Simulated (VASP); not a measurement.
# CdSe (Imm2) in VASP: further runs

The runs below take CdSe through single point, with PBE, r2SCAN.

Everything below comes from runs of VASP 6.6.1. Logs are shortened: lines on timing, memory, paths and dates and some standing lists are left out, and cuts for length are marked.

**1. The cell of the first run**

Symmetry: Imm2, No. 44, orthorhombic system. Conventional cell: a = 4.248 Å, b = 4.429 Å, c = 6.136 Å, α = 90.00°, β = 90.00°, γ = 90.00°. Cd (site symmetry mm2) has 4 Se at 2.65 to 2.66 Å within 3.5 Å. Se (site symmetry mm2) has 4 Cd at 2.65 to 2.66 Å within 3.5 Å.

**2. Single point, PBE (shear xy strain -4.2%)**

Input file INCAR:

```
SYSTEM = CdSe
PREC     = Accurate       ! precision mode
ENCUT    = 520            ! plane-wave cutoff, eV
EDIFF    = 1E-6           ! SCF threshold, eV
ISMEAR   = -1             ! smearing method
SIGMA    = 0.02           ! smearing width, eV
LREAL    = .FALSE.        ! projectors in reciprocal space
LASPH    = .TRUE.         ! aspherical terms in the spheres
NELM     = 60             ! most SCF steps
ALGO     = Normal         ! electronic algorithm
ISIF     = 2              ! what is computed and relaxed
LWAVE    = .FALSE.        ! write WAVECAR
LCHARG   = .TRUE.         ! write CHGCAR
GGA      = PE             ! functional
LELF     = .TRUE.         ! ELF
LVHAR    = .TRUE.       
NBANDS   = 16             ! bands
```

Input file KPOINTS:

```
Automatic mesh
0
G
  8 8 8
  0 0 0
```

Input file POSCAR:

```
CdSe
1.0
   -0.0641166222      3.0677809647      3.0677809647
    3.0677809647     -0.0641166222      3.0677809647
    3.0036643426      3.0036643426      0.0000000000
Cd Se
1 1
Direct
   -0.0044376569     -0.0044376569      0.0044376569
    0.2544376569      0.2544376569      0.2455623431
```

Potentials or basis: VASP PAW PBE potentials, release 64 (Cd, Se).

Command:

```bash
> cat potpaw_PBE.64/Cd/POTCAR potpaw_PBE.64/Se/POTCAR > POTCAR
> mpirun -np 1 vasp_std > vasp.out
```

OUTCAR:

```text
SYSTEM = CdSe
   PREC = Accurate
   ENCUT = 520
   EDIFF = 1E-6
   ISMEAR = -1
   LREAL = .FALSE.
   LASPH = .TRUE.
   NELM = 60
   ISIF = 2
   GGA = PE

 ion  position               nearest neighbor table
   1  0.996  0.996  0.004-   2 2.65   2 2.65   2 2.66   2 2.66
   2  0.254  0.254  0.246-   1 2.65   1 2.65   1 2.66   1 2.66

  LATTYP: Found a body centered orthorhombic cell.
 ALAT       =     4.2478228501
 B/A-ratio  =     1.0426922684
 C/A-ratio  =     1.4444015548

  Lattice vectors:

 A1 = (   0.0641166222,  -3.0677809647,  -3.0677809647)
 A2 = (  -0.0641166221,   3.0677809648,  -3.0677809647)
 A3 = (   3.0677809647,  -0.0641166222,   3.0677809647)

Analysis of symmetry for initial positions (statically):
=====================================================================
 Subroutine PRICEL returns:
 Original cell was already a primitive cell.

 Routine SETGRP: Setting up the symmetry group for a
 body centered orthorhombic supercell.

 Subroutine GETGRP returns: Found  4 space group operations
 (whereof  4 operations were pure point group operations)
 out of a pool of  8 trial point group operations.

The static configuration has the point symmetry C_2v.

Analysis of symmetry for dynamics (positions and initial velocities):
=====================================================================
 Subroutine PRICEL returns:
 Original cell was already a primitive cell.

 Routine SETGRP: Setting up the symmetry group for a
 body centered orthorhombic supercell.

 Subroutine GETGRP returns: Found  4 space group operations
 (whereof  4 operations were pure point group operations)
 out of a pool of  8 trial point group operations.

The dynamic configuration has the point symmetry C_2v.

 Subroutine INISYM returns: Found  4 space group operations
 (whereof  4 operations are pure point group operations),
 and found     1 'primitive' translations

----------------------------------------------------------------------------------------

                                     Primitive cell

  volume of cell :      57.7183

  direct lattice vectors                    reciprocal lattice vectors
    -0.064116622  3.067780965  3.067780965    -0.159647621  0.159647621  0.162984257
     3.067780965 -0.064116622  3.067780965     0.159647621 -0.159647621  0.162984257
     3.003664343  3.003664343  0.000000000     0.166463340  0.166463340 -0.162984257
[... 76 lines left out ...]
   ISTART =      0    job   : 0-new  1-cont  2-samecut
   ICHARG =      2    charge: 1-file 2-atom 10-const
   ISPIN  =      1    spin polarized calculation?
   LNONCOLLINEAR =      F non collinear calculations
   LSORBIT =      F    spin-orbit coupling
   LASPH  =      T    aspherical Exc in radial PAW
   ENCUT  =  520.0 eV  38.22 Ry    6.18 a.u.   8.07  8.07  7.90*2*pi/ulx,y,z
   NELM   =     60;   NELMIN=  2; NELMDL= -5     # of ELM steps
   EDIFF  = 0.1E-05   stopping-criterion for ELM
   LREAL  =      F    real-space projection
   EDIFFG = 0.1E-04   stopping-criterion for IOM
   NSW    =      0    number of steps for IOM
   IBRION =     -1    ionic relax: 0-MD 1-quasi-New 2-CG
   NFREE  =      0    steps in history (QN), initial steepest desc. (CG)
   ISIF   =      2    stress and relaxation
   ISYM   =      2    0-nonsym 1-usesym 2-fastsym
   POTIM  = 0.5000    time-step for ionic-motion
   TEBEG  =    0.0;   TEEND  =   0.0 temperature during run
   PSTRESS=    0.0 pullay stress
   NELECT =      18.0000    total number of electrons
   NUPDOWN=      -1.0000    fix difference up-down
   EMIN   =  10.00;   EMAX   =-10.00  energy-range for DOS
   EFERMI =   0.00;   METHOD = LEGACY
   ISMEAR =    -1;   SIGMA  =   0.02  broadening in eV -4-tet -1-fermi 0-gaus
   EFERMI_NEDOS =   21; number of points for ismear=-14 and -15
   IALGO  =     38    algorithm
   IMIX   =      4    mixing-type and parameters
     AMIX     =   0.40;   BMIX     =  1.00
     AMIX_MAG =   1.60;   BMIX_MAG =  1.00
  volume/ion in A,a.u.               =      28.86       194.75
  Fermi-wavevector in a.u.,A,eV,Ry     =   1.110183  2.097942 16.769266  1.232506
  Thomas-Fermi vector in A             =   2.246732
   LORBIT       =      0    0 simple, 1 ext, 2 COOP (PROOUT), +10 PAW based schemes
   GGA     = PE    functional components
   LHFCALC =     F    Hartree Fock is set to
   AEXX    =    0.0000 exact exchange contribution
   IVDW    =     0    specifies the selected vdW correction
   LEPSILON=     F    determine dielectric tensor
   LRPA    =     F    only Hartree local field effects (RPA)
 non-spin polarized calculation
  energy-cutoff  :      520.00
  volume of cell :       57.72
 maximum number of plane-waves:      1572
   NGX = 17   NGY = 17   NGZ = 15

 number of electron      18.0000001 magnetization

 Free energy of the ion-electron system (eV)
  ---------------------------------------------------
  ext. energy  EPLUGINS =         0.00000000
  ---------------------------------------------------
  free energy    TOTEN  =        -5.48211199 eV

  energy without entropy =       -5.48211197  energy(sigma->0) =       -5.48211198

 E-fermi :   1.0608     XC(G=0):  -8.7715

 val. band max:        0.8337343338   @ k =   0.0000   0.0000   0.0000
 cond. band min:       1.2874389685   @ k =   0.0000   0.0000   0.0000
 fundamental gap:      0.4537046347
 Fermi energy:         1.0607752851

 k-point     1 :       0.0000    0.0000    0.0000
  band No.  band energies     occupation
      1     -11.7078      2.00000
      2      -7.1175      2.00000
      3      -7.1103      2.00000
      4      -7.0996      2.00000
      5      -6.7648      2.00000
      6      -6.7633      2.00000
[... 433 lines left out ...]
      3      -7.0408      2.00000
      4      -6.9618      2.00000
      5      -6.7753      2.00000
      6      -6.7497      2.00000
[... 8 lines left out ...]
     15      11.7260      0.00000
     16      12.2993      0.00000

 [... further k-points ...]
[... 5 lines left out ...]
  --------------------------------------------------------------------------------------
  -------------------------------------------------------------------------------------
  Total        0.6076559      0.6076559      0.6032285      0.3215558     -0.0000000     -0.0000000
  in kB       16.8676669     16.8676669     16.7447673      8.9259321     -0.0000000     -0.0000000
  external PRESSURE =      16.8267003 kB  Pullay stress =       0.0000000 kB

 VOLUME and BASIS-vectors are now :
 -----------------------------------------------------------------------------
  energy-cutoff  :      520.00
  volume of cell :       57.72
      direct lattice vectors                 reciprocal lattice vectors
    -0.064116622  3.067780965  3.067780965    -0.159647621  0.159647621  0.162984257
     3.067780965 -0.064116622  3.067780965     0.159647621 -0.159647621  0.162984257
     3.003664343  3.003664343  0.000000000     0.166463340  0.166463340 -0.162984257

 POSITION                                       TOTAL-FORCE (eV/Angst)
 -----------------------------------------------------------------------------------
      3.00366      3.00366      6.10833         0.000000      0.000000     -0.003054
      1.50183      1.50183      1.56112        -0.000000     -0.000000      0.003054
 -----------------------------------------------------------------------------------
    total drift:                               -0.000001     -0.000001     -0.000101

  FREE ENERGIE OF THE ION-ELECTRON SYSTEM (eV)
  ---------------------------------------------------
  free  energy   TOTEN  =        -5.4821119914 eV

  energy  without entropy=       -5.4821119682  energy(sigma->0) =       -5.48211198
```

OSZICAR:

```text
N       E                     dE             d eps       ncg     rms          rms(c)
DAV:   1     0.108557209691E+03    0.10856E+03   -0.87648E+03  3048   0.101E+03
DAV:   2    -0.169911927471E+01   -0.11026E+03   -0.10410E+03  3704   0.248E+02
DAV:   3    -0.584479670519E+01   -0.41457E+01   -0.41382E+01  3512   0.501E+01
DAV:   4    -0.586309596789E+01   -0.18299E-01   -0.18298E-01  4008   0.332E+00
DAV:   5    -0.586321321288E+01   -0.11724E-03   -0.11724E-03  3576   0.230E-01    0.588E+00
DAV:   6    -0.550250767181E+01    0.36071E+00   -0.54944E-01  4552   0.869E+00    0.470E+00
DAV:   7    -0.548091268795E+01    0.21595E-01   -0.14261E-01  3624   0.250E+00    0.204E+00
DAV:   8    -0.548180322388E+01   -0.89054E-03   -0.13152E-02  3440   0.138E+00    0.247E-01
DAV:   9    -0.548199318003E+01   -0.18996E-03   -0.13975E-03  3768   0.474E-01    0.466E-02
DAV:  10    -0.548206221768E+01   -0.69038E-04   -0.15487E-04  3912   0.153E-01    0.433E-02
DAV:  11    -0.548211226154E+01   -0.50044E-04   -0.81947E-05  3720   0.573E-02    0.165E-02
DAV:  12    -0.548211199135E+01    0.27019E-06   -0.20972E-06  3352   0.174E-02
   1 F= -.54821120E+01 E0= -.54821120E+01  d E =-.231980E-07
```

Wall time 25 s (1 thread of Intel Xeon Platinum 8559C (Emerald Rapids), shared host); peak memory 0.23 GiB.

Results:

- Free energy: -5.4821 eV
- Pressure: 1.7 GPa
- Largest force: 0.003 eV/Å
- Band gap on the k mesh: 0.45 eV, direct

Forces on the atoms (eV/Å):
```
Cd   0.000  0.000 -0.003
Se   0.000  0.000  0.003
```

Levels at points of the mesh, in eV from the valence-band top:
```tsv
k point	band 7	band 8	band 9	band 10	band 11	band 12
(0.00, 0.00, 0.00)	-0.18	-0.11	0.00	0.45	5.63	5.86
(0.50, 0.00, 0.00)	-4.38	-0.82	-0.68	2.39	6.43	6.47
(0.50, 0.50, 0.00)	-4.06	-2.02	-1.68	2.95	3.79	8.90
(0.00, 0.00, 0.50)	-4.28	-0.92	-0.79	2.14	6.24	6.24
(0.50, 0.00, 0.50)	-4.05	-1.85	-1.85	3.09	3.64	8.80
```

Caveat: the cell differs from its parent crystal (shear xy strain -4.2%).

**3. Single point, r2SCAN (shear xy strain -4.2%)**

POSCAR is that of step 2.

Input file INCAR.step1:

```
ALGO = Normal
EDIFF = 1E-4
ENCUT = 520
GGA = PE
ISMEAR = 0
LASPH = True
LCHARG = False
LREAL = False
LWAVE = True
NBANDS = 16
NELM = 60
PREC = Accurate
SIGMA = 0.01
```

Input file INCAR.step2:

```
ALGO = Normal
EDIFF = 1E-6
ENCUT = 520
ISIF = 2
ISMEAR = 0
ISTART = 1
LASPH = True
LCHARG = True
LELF = True
LMIXTAU = True
LREAL = False
LVHAR = True
LWAVE = False
METAGGA = R2SCAN
NBANDS = 16
NELM = 60
PREC = Accurate
SIGMA = 0.01
```

Input file KPOINTS:

```
k-points
0
Gamma
  8 8 8
```

Potentials or basis: VASP PAW PBE potentials, release 64 (Cd, Se).

Command:

```bash
> cat potpaw_PBE.64/Cd/POTCAR potpaw_PBE.64/Se/POTCAR > POTCAR
> cp INCAR.step1 INCAR
> mpirun -np 1 vasp_std > vasp.out
> cp INCAR.step2 INCAR
> mpirun -np 1 vasp_std > vasp.out
```

It took 1.8 min on 1 thread of Intel Xeon Platinum 8559C (Emerald Rapids), shared host; peak memory 0.24 GiB.

The run converged. Its results:

| Quantity | Value |
| --- | --- |
| Free energy | -35.9087 eV |
| Pressure | 0.2 GPa |
| Band gap on the k mesh | 0.92 eV, direct |

Stress tensor (GPa, compression positive):
```
0.18 0.95 0.00
0.95 0.18 0.00
0.00 0.00 0.16
```

Levels at points of the mesh, in eV from the valence-band top:
| k point | band 6 | band 7 | band 8 | band 9 | band 10 | band 11 | band 12 | band 13 |
| --- | --- | --- | --- | --- | --- | --- | --- | --- |
| (0.00, 0.00, 0.00) | -7.81 | -0.19 | -0.11 | 0.00 | 0.92 | 6.16 | 6.40 | 6.62 |
| (0.50, 0.00, 0.00) | -7.55 | -4.42 | -0.83 | -0.69 | 2.86 | 6.92 | 6.96 | 7.59 |
| (0.50, 0.50, 0.00) | -7.46 | -4.06 | -2.06 | -1.71 | 3.26 | 4.18 | 9.47 | 10.71 |
| (0.00, 0.00, 0.50) | -7.50 | -4.31 | -0.93 | -0.80 | 2.59 | 6.71 | 6.71 | 7.69 |
| (0.50, 0.00, 0.50) | -7.46 | -4.06 | -1.89 | -1.89 | 3.40 | 4.03 | 9.37 | 10.67 |

Caveat: the cell differs from its parent crystal (shear xy strain -4.2%); the PAW data sets were made with another functional, which shifts forces and pressure a little.
